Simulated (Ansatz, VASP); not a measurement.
Two plane-wave programs on Nb2W

```
Nb W
1.0
     2.98609    0.00000    0.00000
    -1.49305    2.58603    0.00000
     0.00000    0.00000   11.61468
Nb W
4 2
Direct
  0.33333 0.66667 0.62750
  0.66667 0.33333 0.12750
  0.33333 0.66667 0.87250
  0.66667 0.33333 0.37250
  0.33333 0.66667 0.25000
  0.66667 0.33333 0.75000
```

Alike in both runs: task single point; functional PBE; k mesh 6 × 6 × 2; occupations gaussian, width 0.1 eV; no spin polarisation.

|  | VASP | Ansatz |
| --- | --- | --- |
| version | VASP 6.6.1 | Ansatz 0.2.0 |
| potentials or method | VASP PAW PBE potentials, release 64 (Nb_sv, W_sv), cutoff 520 eV | scalar-relativistic, plane waves, PAW |
| valence electrons in the cell | 80 | 80 |

Ansatz gave:

- gap on the k mesh at the Fermi level (eV): none
- rms of the force components (eV/Å): 6.524

Task: What did VASP give for the same quantities?

Result: gap on the k mesh at the Fermi level (eV): none; rms of the force components (eV/Å): 6.722.

Atom by atom the forces differ by 0.198 eV/Å (rms over components). A gap of «none» marks a metal or a gap that the smearing closes.

The k mesh is coarse, so the values compare programs but aren't converged. Spin-orbit coupling is off throughout.
